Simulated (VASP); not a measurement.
# AlAs (F-43m) in VASP: single point with PBE

Aim: the single point of AlAs with PBE.

Program: VASP 6.6.1. These are calculated values, not measurements. Logs are shortened: lines on timing, memory, paths and dates and some standing lists are left out, and cuts for length are marked.

### 1 The cell of the first run

Symmetry: F-43m, No. 216, cubic system. The conventional cell has a = 5.728 Å, b = 5.728 Å, c = 5.728 Å, α = 90.00°, β = 90.00°, γ = 90.00°. Al (site symmetry -43m) has 4 As at 2.48 Å within 3.3 Å. Within 3.3 Å of As (site symmetry -43m) lie 4 Al at 2.48 Å.

### 2 Single point, PBE

INCAR

```
SYSTEM = AlAs
  ALGO = Normal
  EDIFF = 1E-6
  ENCUT = 500
  GGA = PE
  GGA_COMPAT = .False.
  ISIF = 2
  ISMEAR = 0
  LASPH = .True.
  LCHARG = .False.
  LREAL = .False.
  LWAVE = .False.
  NBANDS = 11
  NELM = 120
  PREC = Accurate
  SIGMA = 0.02
```

KPOINTS

```
k-points
0
Gamma
  8 8 8
  0 0 0
```

POSCAR

```
AlAs
1.0
    0.0000000000      2.8638561900      2.8638561900
    2.8638561900      0.0000000000      2.8638561900
    2.8638561900      2.8638561900      0.0000000000
Al As
1 1
Direct
    0.0000000000      0.0000000000      0.0000000000
    0.2500000000      0.2500000000      0.2500000000
```

Potentials or basis: VASP PAW PBE potentials, release 64 (Al, As).

On the command line:

```sh
> cat potpaw_PBE.64/Al/POTCAR potpaw_PBE.64/As/POTCAR > POTCAR
> mpirun -np 1 vasp_std > vasp.out
```

OUTCAR:

```text
SYSTEM = AlAs
   EDIFF = 1E-6
   ENCUT = 500
   GGA = PE
   ISIF = 2
   ISMEAR = 0
   LASPH = .True.
   LREAL = .False.
   NELM = 120
   PREC = Accurate

 ion  position               nearest neighbor table
   1  0.000  0.000  0.000-   2 2.48   2 2.48   2 2.48   2 2.48
   2  0.250  0.250  0.250-   1 2.48   1 2.48   1 2.48   1 2.48

  LATTYP: Found a face centered cubic cell.
 ALAT       =     5.7277123800

  Lattice vectors:

 A1 = (   0.0000000000,   2.8638561900,   2.8638561900)
 A2 = (   2.8638561900,   0.0000000000,   2.8638561900)
 A3 = (   2.8638561900,   2.8638561900,   0.0000000000)

Analysis of symmetry for initial positions (statically):
=====================================================================
 Subroutine PRICEL returns:
 Original cell was already a primitive cell.

 Routine SETGRP: Setting up the symmetry group for a
 face centered cubic supercell.

 Subroutine GETGRP returns: Found 24 space group operations
 (whereof 24 operations were pure point group operations)
 out of a pool of 48 trial point group operations.

The static configuration has the point symmetry T_d .

Analysis of symmetry for dynamics (positions and initial velocities):
=====================================================================
 Subroutine PRICEL returns:
 Original cell was already a primitive cell.

 Routine SETGRP: Setting up the symmetry group for a
 face centered cubic supercell.

 Subroutine GETGRP returns: Found 24 space group operations
 (whereof 24 operations were pure point group operations)
 out of a pool of 48 trial point group operations.

The dynamic configuration has the point symmetry T_d .

 Subroutine INISYM returns: Found 24 space group operations
 (whereof 24 operations are pure point group operations),
 and found     1 'primitive' translations

----------------------------------------------------------------------------------------

                                     Primitive cell

  volume of cell :      46.9768

  direct lattice vectors                    reciprocal lattice vectors
     0.000000000  2.863856190  2.863856190    -0.174589772  0.174589772  0.174589772
     2.863856190  0.000000000  2.863856190     0.174589772 -0.174589772  0.174589772
     2.863856190  2.863856190  0.000000000     0.174589772  0.174589772 -0.174589772

  length of vectors
     4.050104265  4.050104265  4.050104265     0.302398356  0.302398356  0.302398356

  position of ions in fractional coordinates (direct lattice)
     0.000000000  0.000000000  0.000000000
     0.250000000  0.250000000  0.250000000

  ion indices of the primitive-cell ions
   primitive index   ion index
                 1           1
                 2           2

----------------------------------------------------------------------------------------

 KPOINTS: k-points

Automatic generation of k-mesh.
 Grid dimensions read from file:
 generate k-points for:    8    8    8

 Generating k-lattice:

  Cartesian coordinates                     Fractional coordinates (reciprocal lattice)
    -0.021823722  0.021823722  0.021823722     0.125000000  0.000000000  0.000000000
     0.021823722 -0.021823722  0.021823722     0.000000000  0.125000000  0.000000000
     0.021823722  0.021823722 -0.021823722     0.000000000  0.000000000  0.125000000

  Length of vectors
     0.037799795  0.037799795  0.037799795

  Shift w.r.t. Gamma in fractional coordinates (k-lattice)
     0.000000000  0.000000000  0.000000000

 Subroutine IBZKPT returns following result:
 ===========================================

 Found     29 irreducible k-points:

 Following reciprocal coordinates:
            Coordinates               Weight
  0.000000  0.000000  0.000000      1.000000
  0.125000  0.000000  0.000000      8.000000
  0.250000  0.000000  0.000000      8.000000
  0.375000  0.000000  0.000000      8.000000
  0.500000  0.000000  0.000000      4.000000
  0.125000  0.125000  0.000000      6.000000
[... 16 lines left out ...]
  0.500000  0.250000  0.125000     48.000000
 -0.375000  0.250000  0.125000     24.000000
 [... further k-points ...]
   k-points           NKPTS =     29   k-points in BZ     NKDIM =     29   number of bands    NBANDS=     11
   number of dos      NEDOS =    301   number of ions     NIONS =      2
   total plane-waves  NPLWV =  27000
   dimension x,y,z NGX =    30 NGY =   30 NGZ =   30
   dimension x,y,z NGXF=    60 NGYF=   60 NGZF=   60
   ions per type =               1   1
   NGX,Y,Z   is equivalent  to a cutoff of  12.31, 12.31, 12.31 a.u.
   NGXF,Y,Z  is equivalent  to a cutoff of  24.63, 24.63, 24.63 a.u.
 SYSTEM =  AlAs
   PREC   = accura    normal or accurate (medium, high low for compatibility)
   ISTART =      0    job   : 0-new  1-cont  2-samecut
   ICHARG =      2    charge: 1-file 2-atom 10-const
   ISPIN  =      1    spin polarized calculation?
   LNONCOLLINEAR =      F non collinear calculations
   LSORBIT =      F    spin-orbit coupling
   LASPH  =      T    aspherical Exc in radial PAW
   ENCUT  =  500.0 eV  36.75 Ry    6.06 a.u.   7.38  7.38  7.38*2*pi/ulx,y,z
   NELM   =    120;   NELMIN=  2; NELMDL= -5     # of ELM steps
   EDIFF  = 0.1E-05   stopping-criterion for ELM
   LREAL  =      F    real-space projection
   EDIFFG = 0.1E-04   stopping-criterion for IOM
   NSW    =      0    number of steps for IOM
   IBRION =     -1    ionic relax: 0-MD 1-quasi-New 2-CG
   NFREE  =      0    steps in history (QN), initial steepest desc. (CG)
   ISIF   =      2    stress and relaxation
   ISYM   =      2    0-nonsym 1-usesym 2-fastsym
   POTIM  = 0.5000    time-step for ionic-motion
   TEBEG  =    0.0;   TEEND  =   0.0 temperature during run
   PSTRESS=    0.0 pullay stress
   NELECT =       8.0000    total number of electrons
   NUPDOWN=      -1.0000    fix difference up-down
   EMIN   =  10.00;   EMAX   =-10.00  energy-range for DOS
   EFERMI =   0.00;   METHOD = LEGACY
   ISMEAR =     0;   SIGMA  =   0.02  broadening in eV -4-tet -1-fermi 0-gaus
   EFERMI_NEDOS =   21; number of points for ismear=-14 and -15
   IALGO  =     38    algorithm
   IMIX   =      4    mixing-type and parameters
     AMIX     =   0.40;   BMIX     =  1.00
     AMIX_MAG =   1.60;   BMIX_MAG =  1.00
  volume/ion in A,a.u.               =      23.49       158.51
  Fermi-wavevector in a.u.,A,eV,Ry     =   0.907424  1.714783 11.203288  0.823418
  Thomas-Fermi vector in A             =   2.031230
   LORBIT       =      0    0 simple, 1 ext, 2 COOP (PROOUT), +10 PAW based schemes
   GGA     = PE    functional components
   LHFCALC =     F    Hartree Fock is set to
   AEXX    =    0.0000 exact exchange contribution
   IVDW    =     0    specifies the selected vdW correction
   LEPSILON=     F    determine dielectric tensor
   LRPA    =     F    only Hartree local field effects (RPA)
 non-spin polarized calculation
 Gauss-broadening in eV      SIGMA  =   0.02
  energy-cutoff  :      500.00
  volume of cell :       46.98
 maximum number of plane-waves:      1243
 NGX is ok and might be reduce to    30
   NGX = 15   NGY = 15   NGZ = 15

 number of electron       7.9999999 magnetization

 Free energy of the ion-electron system (eV)
  ---------------------------------------------------
  ext. energy  EPLUGINS =         0.00000000
  ---------------------------------------------------
  free energy    TOTEN  =        -9.38797865 eV

  energy without entropy =       -9.38797865  energy(sigma->0) =       -9.38797865

 E-fermi :   3.6751     XC(G=0):  -8.9050

 val. band max:        3.5946392304   @ k =   0.0000   0.0000   0.0000
 cond. band min:       5.0889167581   @ k =   0.5000   0.5000   0.0000
 fundamental gap:      1.4942775277
 Fermi energy:         3.6751236364

 k-point     1 :       0.0000    0.0000    0.0000
  band No.  band energies     occupation
      1      -8.0765      2.00000
      2       3.5946      2.00000
      3       3.5946      2.00000
      4       3.5946      2.00000
      5       5.3780      0.00000
      6       7.8218      0.00000
      7       7.8218      0.00000
      8       7.8218      0.00000
      9      12.2778      0.00000
     10      12.5371      0.00000
     11      12.5371      0.00000

 k-point     2 :       0.1250    0.0000    0.0000
  band No.  band energies     occupation
      1      -7.9305      2.00000
      2       2.1701      2.00000
      3       3.4391      2.00000
      4       3.4391      2.00000
      5       6.1773      0.00000
      6       8.0948      0.00000
      7       8.0948      0.00000
      8       8.1794      0.00000
      9      11.9550      0.00000
     10      11.9550      0.00000
     11      12.9978      0.00000

 k-point     3 :       0.2500    0.0000    0.0000
  band No.  band energies     occupation
      1      -7.5268      2.00000
      2       0.2703      2.00000
      3       3.1309      2.00000
      4       3.1309      2.00000
      5       6.0627      0.00000
      6       8.4398      0.00000
      7       8.4398      0.00000
      8       9.8421      0.00000
      9      11.8450      0.00000
     10      11.8450      0.00000
     11      12.8858      0.00000

 k-point     4 :       0.3750    0.0000    0.0000
  band No.  band energies     occupation
      1      -7.0091      2.00000
      2      -1.2183      2.00000
      3       2.8839      2.00000
      4       2.8839      2.00000
      5       5.7338      0.00000
      6       8.3532      0.00000
      7       8.3532      0.00000
      8      11.1878      0.00000
      9      13.0882      0.00000
     10      13.0882      0.00000
     11      13.1120      0.00000

 k-point     5 :       0.5000    0.0000    0.0000
  band No.  band energies     occupation
      1      -6.7359      2.00000
      2      -1.8239      2.00000
      3       2.7940      2.00000
      4       2.7940      2.00000
      5       5.6072      0.00000
      6       8.2479      0.00000
      7       8.2479      0.00000
      8      11.2769      0.00000
      9      14.5025      0.00000
     10      14.9925      0.00000
     11      14.9925      0.00000
[... 211 lines left out ...]
 k-point    21 :       0.5000    0.5000    0.0000
  band No.  band energies     occupation
      1      -6.2184      2.00000
      2      -1.7171      2.00000
      3       1.4985      2.00000
      4       1.4985      2.00000
      5       5.0889      0.00000
      6       5.8835      0.00000
      7      13.6565      0.00000
      8      13.6565      0.00000
      9      14.9894      0.00000
     10      15.9550      0.00000
     11      15.9550      0.00000

 k-point    22 :       0.3750    0.2500    0.1250
  band No.  band energies     occupation
      1      -7.1899      2.00000
      2      -0.1164      2.00000
      3       1.7147      2.00000
      4       2.6510      2.00000
      5       7.1494      0.00000
      6       7.6970      0.00000
      7       8.8674      0.00000
      8       9.9916      0.00000
      9      11.6329      0.00000
     10      13.8713      0.00000
     11      15.3785      0.00000

 k-point    23 :       0.5000    0.2500    0.1250
  band No.  band energies     occupation
      1      -6.7257      2.00000
      2      -1.0858      2.00000
      3       1.1434      2.00000
      4       2.2861      2.00000
      5       7.2017      0.00000
      6       7.9805      0.00000
      7       9.2835      0.00000
      8      10.3451      0.00000
      9      12.7646      0.00000
     10      13.9693      0.00000
     11      15.5883      0.00000

 k-point    24 :      -0.3750    0.2500    0.1250
  band No.  band energies     occupation
      1      -6.4885      2.00000
      2      -1.5394      2.00000
      3       0.9925      2.00000
      4       2.1114      2.00000
      5       7.1752      0.00000
      6       7.8056      0.00000
      7      10.1341      0.00000
      8      11.0979      0.00000
      9      11.8140      0.00000
     10      14.4582      0.00000
     11      15.6793      0.00000

 [... further k-points ...]

------------------------ aborting loop because EDIFF is reached ----------------------------------------

  FORCE on cell =-STRESS in cart. coord.  units (eV):
  Direction    XX          YY          ZZ          XY          YZ          ZX
  --------------------------------------------------------------------------------------
  -------------------------------------------------------------------------------------
  Total        0.0534170      0.0534170      0.0534170      0.0000000     -0.0000000      0.0000000
  in kB        1.8218252      1.8218252      1.8218252      0.0000000     -0.0000000      0.0000000
  external PRESSURE =       1.8218252 kB  Pullay stress =       0.0000000 kB

 VOLUME and BASIS-vectors are now :
 -----------------------------------------------------------------------------
  energy-cutoff  :      500.00
  volume of cell :       46.98
      direct lattice vectors                 reciprocal lattice vectors
     0.000000000  2.863856190  2.863856190    -0.174589772  0.174589772  0.174589772
     2.863856190  0.000000000  2.863856190     0.174589772 -0.174589772  0.174589772
     2.863856190  2.863856190  0.000000000     0.174589772  0.174589772 -0.174589772

 POSITION                                       TOTAL-FORCE (eV/Angst)
 -----------------------------------------------------------------------------------
      0.00000      0.00000      0.00000         0.000000      0.000000      0.000000
      1.43193      1.43193      1.43193        -0.000000     -0.000000     -0.000000
 -----------------------------------------------------------------------------------
    total drift:                                0.000000      0.000000      0.000000

  FREE ENERGIE OF THE ION-ELECTRON SYSTEM (eV)
  ---------------------------------------------------
  free  energy   TOTEN  =        -9.3879786509 eV

  energy  without entropy=       -9.3879786509  energy(sigma->0) =       -9.38797865
```

It took 19 s on 1 thread of AMD EPYC 7R43 (Zen 3), shared host; peak memory 0.13 GiB.

Results:

```
Free energy            : -9.3880 eV
Pressure               : 0.2 GPa
Band gap on the k mesh : 1.49 eV (least direct gap 1.78 eV)
```

Levels at points of the mesh, in eV from the valence-band top:
| k point | band 2 | band 3 | band 4 | band 5 | band 6 | band 7 |
| --- | --- | --- | --- | --- | --- | --- |
| (0.00, 0.00, 0.00) | 0.00 | 0.00 | 0.00 | 1.78 | 4.23 | 4.23 |
| (0.50, 0.00, 0.00) | -5.42 | -0.80 | -0.80 | 2.01 | 4.65 | 4.65 |
| (0.50, 0.50, 0.00) | -5.31 | -2.10 | -2.10 | 1.49 | 2.29 | 10.06 |

A k mesh can miss the band edges.
